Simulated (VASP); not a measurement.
Ir, 1 atom in the cell. It takes space group Fm-3m (No. 225, cubic). The conventional cell has a = 3.830 Å, b = 3.830 Å, c = 3.830 Å, α = 90.00°, β = 90.00°, γ = 90.00°. Within 3.6 Å of Ir (site symmetry m-3m) lie 12 Ir at 2.71 Å. 

```yaml
Program: VASP 6.6.1
Task: single point
Functional: PBEsol
Potentials_or_basis: VASP PAW PBE potentials, release 64 (Ir_sv_GW)
Cutoff: 560 eV
k_mesh: 18 × 18 × 18
Occupations: gaussian, width 0.1 eV
Spin: no spin polarisation
Dipole_correction: no
Further_INCAR_settings: ALGO = Normal; EDIFF = 1e-06; NBANDS = 14
```

Potentials or basis: VASP PAW PBE potentials, release 64 (Ir_sv_GW).

The run is started by

```bash
$ cat potpaw_PBE.64/Ir_sv_GW/POTCAR > POTCAR
$ mpirun -np 1 vasp_std > vasp.out
```

Hardware: 1 thread of AMD EPYC 9R45 96-Core Processor (Zen 5) (shared host).

**Question.** Estimate the wall time of this run.

**Answer.** Wall time 25 s on 1 thread of AMD EPYC 9R45 96-Core Processor (Zen 5), on a shared host, peak memory 0.15 GiB. Counts: scf iterations 12, k points 195.
